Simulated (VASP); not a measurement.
# LiTi12 (a cell with a defect) in VASP: notebook

The runs below take LiTi12 (a cell with a defect) through single point, with LDA.

Program: VASP 6.6.1. These are calculated values, not measurements. Logs are shortened: lines on timing, memory, paths and dates and some standing lists are left out, and cuts for length are marked.

### 1 The cell of the first run

The cell holds a defect, 13 atoms: a = 5.900 Å, b = 8.850 Å, c = 4.685 Å, α = 90.00°, β = 90.00°, γ = 120.00°.

### 2 Single point, LDA

File INCAR:

```
SYSTEM = LiTi12
  ALGO = Normal
  EDIFF = 1E-6
  ENCUT = 520
  GGA = CA
  ISIF = 2
  ISMEAR = -1
  LASPH = .TRUE.
  LCHARG = .FALSE.
  LREAL = .FALSE.
  LWAVE = .FALSE.
  NBANDS = 86
  NELM = 80
  PREC = Accurate
  SIGMA = 0.15
```

File KPOINTS:

```
k-points
0
G
  3 2 4
  0 0 0
```

File POSCAR:

```
LiTi12
1.0
    5.9000000000      0.0000000000      0.0000000000
   -4.4250000000      7.6643250000      0.0000000000
    0.0000000000      0.0000000000      4.6846000000
Ti Li
12 1
Direct
    0.0036425773      0.0117986907     -0.0084086155
    0.1764692244      0.2093042766      0.5029739999
   -0.0874780051      0.2707314734      0.1142853178
    0.1606058617      0.5911680415      0.4251961747
   -0.0274652301      0.6567012751     -0.0623886778
    0.1313732581      0.8852016322      0.4733507663
    0.4406618605     -0.0053168413      0.0052339581
    0.6894839711      0.2483191931      0.5909450113
    0.5153525730      0.3251534871      0.0657334671
    0.6713452377      0.5747602039      0.4570302694
    0.5419126567      0.7337038813      0.0306971780
    0.6748979480      0.9253360211      0.5190248901
    0.2708468257      0.4591372365      0.8451545489
```

Potentials or basis: VASP PAW LDA potentials, release 64 (Ti_sv, Li_sv).

Launch:

```console
cat potpaw_LDA.64/Ti_sv/POTCAR potpaw_LDA.64/Li_sv/POTCAR > POTCAR
mpirun -np 1 vasp_std > vasp.out
```

OUTCAR:

```text
SYSTEM = LiTi12
   EDIFF = 1E-6
   ENCUT = 520
   GGA = CA
   ISIF = 2
   ISMEAR = -1
   LASPH = .TRUE.
   LREAL = .FALSE.
   NELM = 80
   PREC = Accurate

 ion  position               nearest neighbor table
   1  0.004  0.012  0.992-  11 2.61   7 2.66   3 2.67   2 2.75   6 2.79  12 2.79   2 2.84
   2  0.176  0.209  0.503-  13 2.56   3 2.62   9 2.68   1 2.75   6 2.75  12 2.76   1 2.84   8 2.90

   3  0.913  0.271  0.114-  13 2.31   8 2.55   2 2.62   9 2.63   1 2.67   7 2.68   8 2.74   4 2.86

   4  0.161  0.591  0.425-  13 2.53  11 2.69   6 2.70   5 2.73  10 2.82   5 2.82   3 2.86
   5  0.973  0.657  0.938-   4 2.73  10 2.73   6 2.79   4 2.82  10 2.88   9 2.89   7 2.90
   6  0.131  0.885  0.473-   4 2.70   7 2.70  10 2.73   2 2.75   1 2.79   5 2.79  12 2.90
   7  0.441  0.995  0.005-   1 2.66  11 2.66   3 2.68   6 2.70   9 2.75   8 2.77  12 2.88   5 2.90
[... 4 lines left out ...]
  10  0.671  0.575  0.457-   9 2.66   5 2.73   6 2.73  13 2.74  11 2.76   4 2.82   5 2.88
  11  0.542  0.734  0.031-  13 2.31   1 2.61   7 2.66   4 2.69  12 2.72  10 2.76  12 2.81
  12  0.675  0.925  0.519-  11 2.72   2 2.76   1 2.79  11 2.81   8 2.84   7 2.88   6 2.90
  13  0.271  0.459  0.845-   3 2.31  11 2.31   9 2.50   4 2.53   2 2.56  10 2.74

  LATTYP: Found a simple monoclinic cell.
 ALAT       =     5.9000000000
 B/A-ratio  =     0.7940000000
 C/A-ratio  =     1.3228756849
 COS(beta)  =    -0.1889822323

  Lattice vectors:

 A1 = (   5.9000000000,   0.0000000000,   0.0000000000)
 A2 = (   0.0000000000,   0.0000000000,   4.6846000000)
 A3 = (  -1.4750000000,  -7.6643250000,   0.0000000000)

Analysis of symmetry for initial positions (statically):
=====================================================================
 Subroutine PRICEL returns:
 Original cell was already a primitive cell.

 Routine SETGRP: Setting up the symmetry group for a
 simple monoclinic supercell.

 Subroutine GETGRP returns: Found  1 space group operations
 (whereof  1 operations were pure point group operations)
 out of a pool of  4 trial point group operations.

The static configuration has the point symmetry C_1 .

Analysis of symmetry for dynamics (positions and initial velocities):
=====================================================================
 Subroutine PRICEL returns:
 Original cell was already a primitive cell.

 Routine SETGRP: Setting up the symmetry group for a
 simple monoclinic supercell.

 Subroutine GETGRP returns: Found  1 space group operations
 (whereof  1 operations were pure point group operations)
 out of a pool of  4 trial point group operations.

The dynamic configuration has the point symmetry C_1 .

 Subroutine INISYM returns: Found  1 space group operations
 (whereof  1 operations are pure point group operations),
 and found     1 'primitive' translations

----------------------------------------------------------------------------------------

                                     Primitive cell

  volume of cell :     211.8354

  direct lattice vectors                    reciprocal lattice vectors
     5.900000000  0.000000000  0.000000000     0.169491525  0.097855976  0.000000000
    -4.425000000  7.664325000  0.000000000     0.000000000  0.130474634  0.000000000
     0.000000000  0.000000000  4.684600000     0.000000000  0.000000000  0.213465397

  length of vectors
     5.900000000  8.850000153  4.684600000     0.195711955  0.130474634  0.213465397

  position of ions in fractional coordinates (direct lattice)
     0.003642577  0.011798691  0.991591384
     0.176469224  0.209304277  0.502974000
     0.912521995  0.270731473  0.114285318
     0.160605862  0.591168041  0.425196175
     0.972534770  0.656701275  0.937611322
     0.131373258  0.885201632  0.473350766
     0.440661861  0.994683159  0.005233958
     0.689483971  0.248319193  0.590945011
     0.515352573  0.325153487  0.065733467
     0.671345238  0.574760204  0.457030269
     0.541912657  0.733703881  0.030697178
     0.674897948  0.925336021  0.519024890
     0.270846826  0.459137236  0.845154549

  ion indices of the primitive-cell ions
   primitive index   ion index
                 1           1
                 2           2
                 3           3
[... 43 lines left out ...]
|                                                                             |
|        The reciprocal lattice is simple monoclinic,                         |
|        whereas your k-lattice is hexagonal.                                 |
|                                                                             |
|     Results are often still useful ...                                      |
|                                                                             |
 -----------------------------------------------------------------------------

 Subroutine IBZKPT returns following result:
 ===========================================

 Found     14 irreducible k-points:

 Following reciprocal coordinates:
            Coordinates               Weight
  0.000000  0.000000  0.000000      1.000000
  0.333333 -0.000000  0.000000      2.000000
  0.000000  0.500000  0.000000      1.000000
  0.333333  0.500000  0.000000      2.000000
  0.000000  0.000000  0.250000      2.000000
  0.333333 -0.000000  0.250000      2.000000
 -0.333333  0.000000  0.250000      2.000000
  0.000000  0.500000  0.250000      2.000000
  0.333333  0.500000  0.250000      2.000000
 -0.333333  0.500000  0.250000      2.000000
  0.000000  0.000000  0.500000      1.000000
  0.333333 -0.000000  0.500000      2.000000
  0.000000  0.500000  0.500000      1.000000
  0.333333  0.500000  0.500000      2.000000
   k-points           NKPTS =     14   k-points in BZ     NKDIM =     14   number of bands    NBANDS=     86
   number of dos      NEDOS =    301   number of ions     NIONS =     13
   total plane-waves  NPLWV = 120960
   dimension x,y,z NGX =    48 NGY =   70 NGZ =   36
   dimension x,y,z NGXF=    96 NGYF=  140 NGZF=   72
   ions per type =              12   1
   NGX,Y,Z   is equivalent  to a cutoff of  13.53, 13.15, 12.78 a.u.
   NGXF,Y,Z  is equivalent  to a cutoff of  27.05, 26.30, 25.55 a.u.
 SYSTEM =  LiTi12
   PREC   = accura    normal or accurate (medium, high low for compatibility)
   ISTART =      0    job   : 0-new  1-cont  2-samecut
   ICHARG =      2    charge: 1-file 2-atom 10-const
   ISPIN  =      1    spin polarized calculation?
   LNONCOLLINEAR =      F non collinear calculations
   LSORBIT =      F    spin-orbit coupling
   LASPH  =      T    aspherical Exc in radial PAW
   ENCUT  =  520.0 eV  38.22 Ry    6.18 a.u.  10.97 16.46  8.71*2*pi/ulx,y,z
   NELM   =     80;   NELMIN=  2; NELMDL= -5     # of ELM steps
   EDIFF  = 0.1E-05   stopping-criterion for ELM
   LREAL  =      F    real-space projection
[... 7 lines left out ...]
   TEBEG  =    0.0;   TEEND  =   0.0 temperature during run
   PSTRESS=    0.0 pullay stress
   NELECT =     147.0000    total number of electrons
   NUPDOWN=      -1.0000    fix difference up-down
   EMIN   =  10.00;   EMAX   =-10.00  energy-range for DOS
   EFERMI =   0.00;   METHOD = LEGACY
   ISMEAR =    -1;   SIGMA  =   0.15  broadening in eV -4-tet -1-fermi 0-gaus
   EFERMI_NEDOS =   21; number of points for ismear=-14 and -15
   IALGO  =     38    algorithm
   IMIX   =      4    mixing-type and parameters
     AMIX     =   0.40;   BMIX     =  1.00
     AMIX_MAG =   1.60;   BMIX_MAG =  1.00
  volume/ion in A,a.u.               =      16.30       109.96
  Fermi-wavevector in a.u.,A,eV,Ry     =   1.449376  2.738924 28.581642  2.100691
  Thomas-Fermi vector in A             =   2.567110
   LORBIT       =      0    0 simple, 1 ext, 2 COOP (PROOUT), +10 PAW based schemes
   GGA     = CA    functional components
   LHFCALC =     F    Hartree Fock is set to
   AEXX    =    0.0000 exact exchange contribution
   IVDW    =     0    specifies the selected vdW correction
   LEPSILON=     F    determine dielectric tensor
   LRPA    =     F    only Hartree local field effects (RPA)
 non-spin polarized calculation
  energy-cutoff  :      520.00
  volume of cell :      211.84
 maximum number of plane-waves:      5706
 NGX is ok and might be reduce to    48
   NGX = 21   NGY = 33   NGZ = 17

 number of electron     147.0000003 magnetization

 Free energy of the ion-electron system (eV)
  ---------------------------------------------------
  ext. energy  EPLUGINS =         0.00000000
  ---------------------------------------------------
  free energy    TOTEN  =      -102.83730012 eV

  energy without entropy =     -101.57519940  energy(sigma->0) =     -102.20624976

 E-fermi :   8.0068     XC(G=0): -11.7853

 val. band max:        8.0007877186   @ k =   0.0000   0.5000   0.0000
 cond. band min:       8.0140927450   @ k =   0.0000   0.0000   0.5000
 fundamental gap:      0.0133050264
 Fermi energy:         8.0067829812

 k-point     1 :       0.0000    0.0000    0.0000
  band No.  band energies     occupation
      1     -47.9754      2.00000
      2     -47.8961      2.00000
      3     -47.8567      2.00000
      4     -47.8383      2.00000
      5     -47.8222      2.00000
      6     -47.7755      2.00000
[... 1221 lines left out ...]
     84       8.9272      0.00432
     85       8.9842      0.00296
 [bands above 85 left out]

------------------------ aborting loop because EDIFF is reached ----------------------------------------

  FORCE on cell =-STRESS in cart. coord.  units (eV):
  Direction    XX          YY          ZZ          XY          YZ          ZX
  --------------------------------------------------------------------------------------
  -------------------------------------------------------------------------------------
  Total       -4.4360670     -3.5471221     -1.1138454      0.6865509     -0.6809190     -0.5988610
  in kB      -33.5513690    -26.8279990     -8.4243631      5.1925998     -5.1500045     -4.5293737
  external PRESSURE =     -22.9345770 kB  Pullay stress =       0.0000000 kB

 VOLUME and BASIS-vectors are now :
 -----------------------------------------------------------------------------
  energy-cutoff  :      520.00
  volume of cell :      211.84
      direct lattice vectors                 reciprocal lattice vectors
     5.900000000  0.000000000  0.000000000     0.169491525  0.097855976  0.000000000
    -4.425000000  7.664325000  0.000000000     0.000000000  0.130474634  0.000000000
     0.000000000  0.000000000  4.684600000     0.000000000  0.000000000  0.213465397

 POSITION                                       TOTAL-FORCE (eV/Angst)
 -----------------------------------------------------------------------------------
     -0.03072      0.09043      4.64521        -0.044264      0.004178      0.025097
      0.11500      1.60418      2.35623         0.007905     -0.043665     -0.011832
      4.18589      2.07497      0.53538        -0.015138      0.142959      0.007823
     -1.66834      4.53090      1.99187        -0.016360      0.002404     -0.027339
      2.83205      5.03317      4.39233        -0.008061     -0.012022     -0.024056
     -3.14191      6.78447      2.21746        -0.010983     -0.002240      0.002348
     -1.80157      7.62358      0.02452         0.017681      0.015535      0.047246
      2.96914      1.90320      2.76834         0.014395     -0.001773      0.054925
      1.60178      2.49208      0.30793         0.002804     -0.041956      0.031189
      1.41762      4.40515      2.14100         0.019274     -0.013478     -0.036509
     -0.04936      5.62335      0.14380        -0.009845     -0.002327      0.004460
     -0.11271      7.09208      2.43142        -0.008628     -0.027666      0.005346
     -0.43369      3.51898      3.95921         0.051222     -0.019949     -0.078699
 -----------------------------------------------------------------------------------
    total drift:                                0.000245      0.000069      0.000148

  FREE ENERGIE OF THE ION-ELECTRON SYSTEM (eV)
  ---------------------------------------------------
  free  energy   TOTEN  =      -102.8373001201 eV

  energy  without entropy=     -101.5751993986  energy(sigma->0) =     -102.20624976
```

Run time: 9.9 min. Hardware: 1 thread of Intel Xeon Platinum 8259CL at 2.50GHz (Skylake/Cascade Lake), shared host; peak memory 0.36 GiB.

What came out:

```
Free energy            : -102.8373 eV
Largest force          : 0.144 eV/Å
Band gap on the k mesh : zero (an odd number of electrons rules out a gap without spin polarisation)
```

Forces in eV/Å, atoms in the order of the input:
```
Ti  -0.044  0.004  0.025
Ti   0.008 -0.044 -0.012
Ti  -0.015  0.143  0.008
Ti  -0.016  0.002 -0.027
Ti  -0.008 -0.012 -0.024
Ti  -0.011 -0.002  0.002
Ti   0.018  0.016  0.047
Ti   0.014 -0.002  0.055
Ti   0.003 -0.042  0.031
Ti   0.019 -0.013 -0.037
Ti  -0.010 -0.002  0.004
Ti  -0.009 -0.028  0.005
Li   0.051 -0.020 -0.079
```

Caveat: the k points lie up to 0.41 Å⁻¹ apart, too coarse for converged energies and pressures of a metal; the cutoff is under 1.25 times the usual one of these potentials, so pressure, stress and relaxed cells hold a basis-set (Pulay) error.

### 3 Single point, LDA

File INCAR:

```
SYSTEM = LiTi12
PREC = Accurate
ENCUT = 520
EDIFF = 1E-6
ISMEAR = -1
SIGMA = 0.15
LREAL = .False.
LASPH = .True.
NELM = 80
ALGO = Normal
ISIF = 2
LWAVE = .False.
LCHARG = .False.
GGA = CA
NBANDS = 86
```

File KPOINTS:

```
Automatic mesh
0
Gamma
  3 2 4
  0 0 0
```

File POSCAR:

```
LiTi12
1.0
    5.9000000000      0.0000000000      0.0000000000
   -4.4250000000      7.6643250000      0.0000000000
    0.0000000000      0.0000000000      4.6846000000
Ti Li
12 1
Direct
    0.0291459058      0.0050390608     -0.0262291338
    0.1883881977      0.2305494613      0.5072048841
   -0.1267837214      0.2075552642      0.0893903428
    0.1664082754      0.5847805254      0.4436784357
   -0.0141601264      0.6635372326     -0.0364722708
    0.1439383927      0.8902254275      0.4743798830
    0.4357026750     -0.0078549644     -0.0202401486
    0.6688488269      0.2491518823      0.5496625112
    0.5330117237      0.3414673830      0.0449353200
    0.6643932754      0.5839700169      0.4867828630
    0.5583574549      0.7422564936      0.0310382957
    0.6863624881      0.9384632045      0.5185936900
    0.2278195450      0.4574825572      0.9223244247
```

Potentials or basis: VASP PAW LDA potentials, release 64 (Ti_sv, Li_sv).

Launch:

```console
cat potpaw_LDA.64/Ti_sv/POTCAR potpaw_LDA.64/Li_sv/POTCAR > POTCAR
mpirun -np 1 vasp_std > vasp.out
```

OUTCAR:

```text
SYSTEM = LiTi12
   PREC = Accurate
   ENCUT = 520
   EDIFF = 1E-6
   ISMEAR = -1
   LREAL = .False.
   LASPH = .True.
   NELM = 80
   ISIF = 2
   GGA = CA

 ion  position               nearest neighbor table
   1  0.029  0.005  0.974-   3 2.45   7 2.46  11 2.60   6 2.77   6 2.77   2 2.79  12 2.79   5 2.90

   2  0.188  0.231  0.507-   3 2.64  13 2.72   8 2.76   1 2.79   9 2.79  12 2.79   6 2.89
   3  0.873  0.208  0.089-  13 2.29   7 2.37   1 2.45   8 2.59   2 2.64   9 2.80  12 2.88   8 2.90

[... 1480 lines left out ...]
 VOLUME and BASIS-vectors are now :
 -----------------------------------------------------------------------------
  energy-cutoff  :      520.00
  volume of cell :      211.84
      direct lattice vectors                 reciprocal lattice vectors
     5.900000000  0.000000000  0.000000000     0.169491525  0.097855976  0.000000000
    -4.425000000  7.664325000  0.000000000     0.000000000  0.130474634  0.000000000
     0.000000000  0.000000000  4.684600000     0.000000000  0.000000000  0.213465397

 POSITION                                       TOTAL-FORCE (eV/Angst)
 -----------------------------------------------------------------------------------
      0.14966      0.03862      4.56173        -0.019106     -0.011407     -0.038526
      0.09131      1.76701      2.37605         0.003278     -0.012929      0.008415
      4.23354      1.59077      0.41876        -0.010729      0.097256      0.134660
     -1.60585      4.48195      2.07846        -0.019795     -0.011103     -0.083564
      2.88030      5.08557      4.51374        -0.009225     -0.009879     -0.053331
     -3.09001      6.82298      2.22228        -0.000609      0.011693     -0.037527
     -1.81960      7.60412      4.58978         0.008304     -0.040279     -0.024987
      2.84371      1.90958      2.57495        -0.001285     -0.005552      0.083289
      1.63378      2.61712      0.21050         0.012550     -0.028552      0.068499
      1.33585      4.47574      2.28038         0.004299     -0.002078     -0.017950
      0.00982      5.68890      0.14540        -0.004794      0.010710      0.049718
     -0.10316      7.19269      2.42940        -0.004966     -0.004638      0.027607
     -0.68023      3.50630      4.32072         0.042079      0.006758     -0.116303
 -----------------------------------------------------------------------------------
    total drift:                                0.000019     -0.000353      0.000668

  FREE ENERGIE OF THE ION-ELECTRON SYSTEM (eV)
  ---------------------------------------------------
  free  energy   TOTEN  =      -102.6823077059 eV

  energy  without entropy=     -101.3921369478  energy(sigma->0) =     -102.03722233
```

OSZICAR:

```text
N       E                     dE             d eps       ncg     rms          rms(c)
DAV:   1     0.217511114565E+04    0.21751E+04   -0.71946E+04  2408   0.212E+03
DAV:   2     0.205771354646E+03   -0.19693E+04   -0.19390E+04  2408   0.683E+02
DAV:   3    -0.596065022185E+02   -0.26538E+03   -0.25467E+03  3552   0.213E+02
[... 14 lines left out ...]
DAV:  18    -0.102682293211E+03    0.31657E-06   -0.48602E-04  3296   0.166E-01    0.246E-02
DAV:  19    -0.102682309588E+03   -0.16377E-04   -0.16348E-04  3352   0.776E-02    0.213E-02
DAV:  20    -0.102682305530E+03    0.40583E-05   -0.74714E-05  3072   0.609E-02    0.693E-03
DAV:  21    -0.102682306565E+03   -0.10352E-05   -0.18700E-05  3120   0.202E-02    0.568E-03
DAV:  22    -0.102682307116E+03   -0.55112E-06   -0.11459E-05  2096   0.167E-02    0.377E-03
DAV:  23    -0.102682307706E+03   -0.59013E-06   -0.72963E-06  1472   0.824E-03
   1 F= -.10268231E+03 E0= -.10203722E+03  d E =-.129017E+01
```

Wall time 10 min (1 thread of Intel Xeon Platinum 8259CL at 2.50GHz (Skylake/Cascade Lake), shared host); peak memory 0.36 GiB.

What came out:

| Quantity | Value |
| --- | --- |
| Free energy | -102.6823 eV |
| Largest force | 0.166 eV/Å |
| Band gap on the k mesh | zero (an odd number of electrons rules out a gap without spin polarisation) |

Forces in eV/Å, atoms in the order of the input:
```
Ti  -0.019 -0.011 -0.039
Ti   0.003 -0.013  0.008
Ti  -0.011  0.097  0.135
Ti  -0.020 -0.011 -0.084
Ti  -0.009 -0.010 -0.053
Ti  -0.001  0.012 -0.038
Ti   0.008 -0.040 -0.025
Ti  -0.001 -0.006  0.083
Ti   0.013 -0.029  0.068
Ti   0.004 -0.002 -0.018
Ti  -0.005  0.011  0.050
Ti  -0.005 -0.005  0.028
Li   0.042  0.007 -0.116
```

Levels at points of the mesh, in eV from the Fermi level:
```csv
k point,band 70,band 71,band 72,band 73,band 74,band 75,band 76,band 77
"(0.00, 0.00, 0.00)",-0.47,-0.35,-0.13,-0.03,0.08,0.23,0.33,0.52
"(0.00, 0.50, 0.00)",-0.43,-0.34,-0.28,-0.18,-0.01,0.20,0.27,0.38
"(0.00, 0.00, 0.50)",-0.28,-0.17,-0.16,-0.01,0.06,0.20,0.24,0.33
"(0.00, 0.50, 0.50)",-0.32,-0.29,-0.09,0.02,0.14,0.27,0.33,0.39
```

Caveat: the k points lie up to 0.41 Å⁻¹ apart, too coarse for converged energies and pressures of a metal; the cutoff is under 1.25 times the usual one of these potentials, so pressure, stress and relaxed cells hold a basis-set (Pulay) error.
